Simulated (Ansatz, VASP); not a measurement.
# BaTiO3: VASP beside Ansatz

```
Ba Ti O
1.0
     2.82767   -4.89766    0.00000
     5.65534    0.00000    0.00000
     2.82767   -1.63255    4.63546
Ba Ti O
2 2 6
Cartesian
  10.8219 -6.0849 4.5142
  6.3212 -3.3977 1.6175
  8.6164 -5.4670 3.6268
  2.7140 -1.6689 1.6036
  5.6050 -2.0669 4.3690
  2.8624 -3.1692 1.6723
  4.0835 -3.1010 0.0907
  4.2978 -5.1345 2.6004
  7.1689 -2.5577 0.2453
  6.8900 -4.9010 2.5414
```

Alike in both runs: task single point; functional PBE; k mesh 4 × 4 × 4; occupations fermi-dirac, width 0.05 eV; no spin polarisation.

|  | VASP | Ansatz |
| --- | --- | --- |
| version | VASP 6.6.1 | Ansatz 0.2.0 |
| potentials or method | VASP PAW PBE potentials, release 64 (Ba_sv, Ti_sv, O) | Ansatz PAW |
| plane-wave cutoff (eV) | 520 | 420 |
| valence electrons in the cell | 80 | 80 |

Ansatz gave:

- gap on the k mesh at the Fermi level (eV): 0.37
- least direct gap on the mesh (eV): 0.44
- rms of the force components (eV/Å): 6.827

Q: Which values does VASP return?

A: gap on the k mesh at the Fermi level (eV): 0.36; least direct gap on the mesh (eV): 0.45; rms of the force components (eV/Å): 8.314.

Atom by atom the forces differ by 1.637 eV/Å (rms over components). The functional is the same, so the differences come from potentials, cutoffs and numerics.

Spin-orbit coupling is off throughout.
